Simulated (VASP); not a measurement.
# HPbNO4 (P2_1) in VASP: single point with PBE

Aim: the single point of HPbNO4 with PBE.

All numbers are computed with VASP 6.6.1; they aren't measurements. Logs are shortened: lines on timing, memory, paths and dates and some standing lists are left out, and cuts for length are marked.

## Step 1: The cell of the first run

Symmetry: P2_1, No. 4, monoclinic system. Conventional cell: a = 6.435 Å, b = 4.111 Å, c = 8.338 Å, α = 90.00°, β = 112.11°, γ = 90.00°. H (site symmetry 1) has 1 O at 0.99 Å within 1.3 Å. Within 3.2 Å of Pb (site symmetry 1) lie 7 O at 2.40 to 3.13 Å and 3 H at 2.84 to 2.99 Å. Within 1.7 Å of N (site symmetry 1) lie 3 O at 1.25 to 1.29 Å. O (site symmetry 1) has 1 H at 0.99 Å within 1.3 Å. O (site symmetry 1) has 1 N at 1.25 Å within 1.7 Å. O (site symmetry 1) has 1 N at 1.26 Å within 1.7 Å. Within 1.7 Å of O (site symmetry 1) lie 1 N at 1.29 Å.

## Step 2: Single point, PBE

Contents of INCAR:

```
ALGO = Normal
EDIFF = 1E-6
ENCUT = 520
GGA = PE
ISIF = 2
ISMEAR = -1
LASPH = True
LCHARG = True
LELF = True
LREAL = False
LVHAR = True
LWAVE = False
NBANDS = 57
NELM = 100
PREC = Accurate
SIGMA = 0.05
```

Contents of KPOINTS:

```
k-points
0
Gamma
  4 6 3
```

Contents of POSCAR:

```
HPbNO4
1.0
    6.4345300000      0.0000000000      0.0087200000
    0.0000000000      4.1108900000      0.0000000000
   -3.1488400000      0.0000000000      7.7202600000
H Pb N O
2 2 2 8
Direct
    0.2935600000      0.0966200000      0.5119500000
    0.7064400000      0.5966200000      0.4880500000
    0.9850400000      0.6050500000      0.2926400000
    0.0149600000      0.1050400000      0.7073600000
    0.5923000000      0.3658700000      0.7929000000
    0.4077000000      0.8658700000      0.2071000000
    0.1282400000      0.0919800000      0.4567200000
    0.4141900000      0.4619000000      0.8056400000
    0.7804200000      0.4654400000      0.8940100000
    0.5839600000      0.1626200000      0.6732500000
    0.8717600000      0.5919800000      0.5432800000
    0.5858100000      0.9619000000      0.1943600000
    0.2195800000      0.9654400000      0.1059900000
    0.4160400000      0.6626200000      0.3267500000
```

Potentials or basis: VASP PAW PBE potentials, release 64 (H, Pb_d, N, O).

Launch:

```bash
> cat potpaw_PBE.64/H/POTCAR potpaw_PBE.64/Pb_d/POTCAR potpaw_PBE.64/N/POTCAR potpaw_PBE.64/O/POTCAR > POTCAR
> mpirun -np 1 vasp_std > vasp.out
```

OUTCAR:

```text
EDIFF = 1E-6
   ENCUT = 520
   GGA = PE
   ISIF = 2
   ISMEAR = -1
   LASPH = True
   LREAL = False
   NELM = 100
   PREC = Accurate

 ion  position               nearest neighbor table
   1  0.294  0.097  0.512-   7 0.99
   2  0.706  0.597  0.488-  11 0.99
   3  0.985  0.605  0.293-   7 2.40  11 2.46   7 2.49  14 2.69  12 2.80  13 2.94   4 3.96   4 3.96

   4  0.015  0.105  0.707-  11 2.40   7 2.46  11 2.49  10 2.69   8 2.80   9 2.94   3 3.96   3 3.96

   5  0.592  0.366  0.793-   8 1.25   9 1.26  10 1.29
   6  0.408  0.866  0.207-  12 1.25  13 1.26  14 1.29
   7  0.128  0.092  0.457-   1 0.99   3 2.40   4 2.46   3 2.49
   8  0.414  0.462  0.806-   5 1.25   4 2.80
   9  0.780  0.465  0.894-   5 1.26   4 2.94
  10  0.584  0.163  0.673-   5 1.29   4 2.69
  11  0.872  0.592  0.543-   2 0.99   4 2.40   3 2.46   4 2.49
  12  0.586  0.962  0.194-   6 1.25   3 2.80
  13  0.220  0.965  0.106-   6 1.26   3 2.94
  14  0.416  0.663  0.327-   6 1.29   3 2.69

  LATTYP: Found a simple monoclinic cell.
 ALAT       =     6.4345359086
 B/A-ratio  =     0.6388790207
 C/A-ratio  =     1.2957767426
 COS(beta)  =    -0.3764067355

  Lattice vectors:

 A1 = (   6.4345300000,   0.0000000000,   0.0087200000)
 A2 = (   0.0000000000,   4.1108900000,   0.0000000000)
 A3 = (  -3.1488400000,   0.0000000000,   7.7202600000)

Analysis of symmetry for initial positions (statically):
=====================================================================
 Subroutine PRICEL returns:
 Original cell was already a primitive cell.

 Routine SETGRP: Setting up the symmetry group for a
 simple monoclinic supercell.

 Subroutine GETGRP returns: Found  1 space group operations
 (whereof  1 operations were pure point group operations)
 out of a pool of  4 trial point group operations.

The static configuration has the point symmetry C_1 .

Analysis of symmetry for dynamics (positions and initial velocities):
=====================================================================
 Subroutine PRICEL returns:
 Original cell was already a primitive cell.

 Routine SETGRP: Setting up the symmetry group for a
 simple monoclinic supercell.

 Subroutine GETGRP returns: Found  1 space group operations
 (whereof  1 operations were pure point group operations)
 out of a pool of  4 trial point group operations.

The dynamic configuration has the point symmetry C_1 .

 Subroutine INISYM returns: Found  1 space group operations
 (whereof  1 operations are pure point group operations),
 and found     1 'primitive' translations

----------------------------------------------------------------------------------------

                                     Primitive cell

  volume of cell :     204.3265

  direct lattice vectors                    reciprocal lattice vectors
     6.434530000  0.000000000  0.008720000     0.155325652  0.000000000  0.063352222
     0.000000000  4.110890000  0.000000000     0.000000000  0.243256326  0.000000000
    -3.148840000  0.000000000  7.720260000    -0.000175440  0.000000000  0.129457760

  length of vectors
     6.434535909  4.110890000  8.337721980     0.167748509  0.243256326  0.129457879

  position of ions in fractional coordinates (direct lattice)
     0.293560000  0.096620000  0.511950000
     0.706440000  0.596620000  0.488050000
     0.985040000  0.605050000  0.292640000
     0.014960000  0.105040000  0.707360000
     0.592300000  0.365870000  0.792900000
     0.407700000  0.865870000  0.207100000
     0.128240000  0.091980000  0.456720000
     0.414190000  0.461900000  0.805640000
     0.780420000  0.465440000  0.894010000
     0.583960000  0.162620000  0.673250000
     0.871760000  0.591980000  0.543280000
     0.585810000  0.961900000  0.194360000
     0.219580000  0.965440000  0.105990000
     0.416040000  0.662620000  0.326750000

  ion indices of the primitive-cell ions
   primitive index   ion index
                 1           1
                 2           2
                 3           3
                 4           4
                 5           5
                 6           6
                 7           7
                 8           8
                 9           9
                10          10
                11          11
                12          12
                13          13
                14          14

----------------------------------------------------------------------------------------

 KPOINTS: k-points

Automatic generation of k-mesh.
 Grid dimensions read from file:
 generate k-points for:    4    6    3

 Generating k-lattice:

  Cartesian coordinates                     Fractional coordinates (reciprocal lattice)
     0.038831413  0.000000000  0.015838056     0.250000000  0.000000000 -0.000000000
     0.000000000  0.040542721  0.000000000     0.000000000  0.166666667  0.000000000
    -0.000058480  0.000000000  0.043152587    -0.000000000  0.000000000  0.333333333

  Length of vectors
     0.041937127  0.040542721  0.043152626

  Shift w.r.t. Gamma in fractional coordinates (k-lattice)
     0.000000000  0.000000000  0.000000000

 Subroutine IBZKPT returns following result:
 ===========================================

 Found     38 irreducible k-points:

 Following reciprocal coordinates:
            Coordinates               Weight
  0.000000  0.000000  0.000000      1.000000
  0.250000  0.000000  0.000000      2.000000
  0.500000  0.000000  0.000000      1.000000
  0.000000  0.166667  0.000000      2.000000
  0.250000  0.166667  0.000000      2.000000
 -0.250000  0.166667 -0.000000      2.000000
[... 16 lines left out ...]
  0.500000  0.166667  0.333333      2.000000
  0.500000  0.166667 -0.333333      2.000000
 [... further k-points ...]
   k-points           NKPTS =     38   k-points in BZ     NKDIM =     38   number of bands    NBANDS=     57
   number of dos      NEDOS =    301   number of ions     NIONS =     14
   total plane-waves  NPLWV =  98304
   dimension x,y,z NGX =    48 NGY =   32 NGZ =   64
   dimension x,y,z NGXF=    96 NGYF=   64 NGZF=  128
   ions per type =               2   2   2   8
   NGX,Y,Z   is equivalent  to a cutoff of  12.40, 12.94, 12.76 a.u.
   NGXF,Y,Z  is equivalent  to a cutoff of  24.80, 25.88, 25.52 a.u.
 SYSTEM =  unknown system
   PREC   = accura    normal or accurate (medium, high low for compatibility)
   ISTART =      0    job   : 0-new  1-cont  2-samecut
   ICHARG =      2    charge: 1-file 2-atom 10-const
   ISPIN  =      1    spin polarized calculation?
   LNONCOLLINEAR =      F non collinear calculations
   LSORBIT =      F    spin-orbit coupling
   LASPH  =      T    aspherical Exc in radial PAW
   ENCUT  =  520.0 eV  38.22 Ry    6.18 a.u.  11.96  7.64 15.50*2*pi/ulx,y,z
   NELM   =    100;   NELMIN=  2; NELMDL= -5     # of ELM steps
   EDIFF  = 0.1E-05   stopping-criterion for ELM
   LREAL  =      F    real-space projection
   EDIFFG = 0.1E-04   stopping-criterion for IOM
   NSW    =      0    number of steps for IOM
   IBRION =     -1    ionic relax: 0-MD 1-quasi-New 2-CG
   NFREE  =      0    steps in history (QN), initial steepest desc. (CG)
   ISIF   =      2    stress and relaxation
   ISYM   =      2    0-nonsym 1-usesym 2-fastsym
   POTIM  = 0.5000    time-step for ionic-motion
   TEBEG  =    0.0;   TEEND  =   0.0 temperature during run
   PSTRESS=    0.0 pullay stress
   NELECT =      88.0000    total number of electrons
   NUPDOWN=      -1.0000    fix difference up-down
   EMIN   =  10.00;   EMAX   =-10.00  energy-range for DOS
   EFERMI =   0.00;   METHOD = LEGACY
   ISMEAR =    -1;   SIGMA  =   0.05  broadening in eV -4-tet -1-fermi 0-gaus
   EFERMI_NEDOS =   21; number of points for ismear=-14 and -15
   IALGO  =     38    algorithm
   IMIX   =      4    mixing-type and parameters
     AMIX     =   0.40;   BMIX     =  1.00
     AMIX_MAG =   1.60;   BMIX_MAG =  1.00
  volume/ion in A,a.u.               =      14.59        98.49
  Fermi-wavevector in a.u.,A,eV,Ry     =   1.236310  2.336288 20.796007  1.528463
  Thomas-Fermi vector in A             =   2.370924
   LORBIT       =      0    0 simple, 1 ext, 2 COOP (PROOUT), +10 PAW based schemes
   GGA     = PE    functional components
   LHFCALC =     F    Hartree Fock is set to
   AEXX    =    0.0000 exact exchange contribution
   IVDW    =     0    specifies the selected vdW correction
   LEPSILON=     F    determine dielectric tensor
   LRPA    =     F    only Hartree local field effects (RPA)
 non-spin polarized calculation
  energy-cutoff  :      520.00
  volume of cell :      204.33
 maximum number of plane-waves:      5522
   NGX = 23   NGY = 15   NGZ = 31

 number of electron      87.9999993 magnetization

 Free energy of the ion-electron system (eV)
  ---------------------------------------------------
  ext. energy  EPLUGINS =         0.00000000
  ---------------------------------------------------
  free energy    TOTEN  =       -81.25922503 eV

  energy without entropy =      -81.25922503  energy(sigma->0) =      -81.25922503

 E-fermi :   1.7749     XC(G=0):  -8.5924

 val. band max:        0.5813530491   @ k =   0.5000   0.0000   0.0000
 cond. band min:       3.8554307313   @ k =   0.2500   0.3333   0.0000
 fundamental gap:      3.2740776821
 Fermi energy:         1.7748627808

 k-point     1 :       0.0000    0.0000    0.0000
  band No.  band energies     occupation
      1     -24.9780      2.00000
      2     -24.9645      2.00000
      3     -19.6309      2.00000
      4     -19.6214      2.00000
      5     -19.3195      2.00000
      6     -19.2739      2.00000
[... 1405 lines left out ...]
     55       9.9911      0.00000
     56      10.3436      0.00000

 [... further k-points ...]

 [bands above 56 left out]

------------------------ aborting loop because EDIFF is reached ----------------------------------------

  FORCE on cell =-STRESS in cart. coord.  units (eV):
  Direction    XX          YY          ZZ          XY          YZ          ZX
  --------------------------------------------------------------------------------------
  -------------------------------------------------------------------------------------
  Total        1.3757668      0.2848554      0.5709133      0.0000397      0.0001626      0.2739518
  in kB       10.7877485      2.2336262      4.4766809      0.0003111      0.0012753      2.1481281
  external PRESSURE =       5.8326852 kB  Pullay stress =       0.0000000 kB

 VOLUME and BASIS-vectors are now :
 -----------------------------------------------------------------------------
  energy-cutoff  :      520.00
  volume of cell :      204.33
      direct lattice vectors                 reciprocal lattice vectors
     6.434530000  0.000000000  0.008720000     0.155325652  0.000000000  0.063352222
     0.000000000  4.110890000  0.000000000     0.000000000  0.243256326  0.000000000
    -3.148840000  0.000000000  7.720260000    -0.000175440  0.000000000  0.129457760

 POSITION                                       TOTAL-FORCE (eV/Angst)
 -----------------------------------------------------------------------------------
      0.27687      0.39719      3.95495         0.092131      0.002164      0.043841
      3.00882      2.45264      3.77403        -0.092142      0.002156     -0.043842
      5.41679      2.48729      2.26785        -0.008150     -0.004256     -0.011607
     -2.13110      0.43181      5.46113         0.008148     -0.004110      0.011578
      1.31446      1.50405      6.12656         0.008999     -0.038208     -0.040824
      1.97123      3.55950      1.60242        -0.009004     -0.038240      0.040851
     -0.61297      0.37812      3.52712        -0.067222     -0.000139     -0.037339
      0.12829      1.89882      6.22336        -0.393116      0.121754      0.024475
      2.20654      1.91337      6.90879         0.293433      0.127493      0.250754
      1.63755      0.66851      5.20276         0.078370     -0.208854     -0.233508
      3.89866      2.43356      4.20186         0.067244     -0.000207      0.037378
      3.15740      3.95427      1.50562         0.393108      0.121776     -0.024491
      1.07915      3.96882      0.82019        -0.293433      0.127500     -0.250761
      1.64814      2.72396      2.52622        -0.078367     -0.208830      0.233495
 -----------------------------------------------------------------------------------
    total drift:                                0.000038      0.001073     -0.000003

  FREE ENERGIE OF THE ION-ELECTRON SYSTEM (eV)
  ---------------------------------------------------
  free  energy   TOTEN  =       -81.2592250251 eV

  energy  without entropy=      -81.2592250251  energy(sigma->0) =      -81.25922503
```

It took 11 min on 1 thread of Intel Xeon 6975P-C, shared host; peak memory 0.53 GiB.

Results:

```yaml
Free_energy: -81.2592 eV
Pressure: 0.6 GPa
Largest_force: 0.412 eV/Å
Band_gap_on_the_k_mesh: 3.27 eV, indirect (least direct gap 3.36 eV)
```

Forces in eV/Å, atoms in the order of the input:
```
H    0.092  0.002  0.044
H   -0.092  0.002 -0.044
Pb  -0.008 -0.004 -0.012
Pb   0.008 -0.004  0.012
N    0.009 -0.038 -0.041
N   -0.009 -0.038  0.041
O   -0.067  0.000 -0.037
O   -0.393  0.122  0.024
O    0.293  0.127  0.251
O    0.078 -0.209 -0.234
O    0.067  0.000  0.037
O    0.393  0.122 -0.024
O   -0.293  0.128 -0.251
O   -0.078 -0.209  0.233
```

Stress tensor (GPa, compression positive):
```
1.08 0.00 0.21
0.00 0.22 0.00
0.21 0.00 0.45
```

Caveat: the standard files for N, O and F lose accuracy on very short bonds; spin-orbit coupling is left out, which moves the levels of the heavy elements.
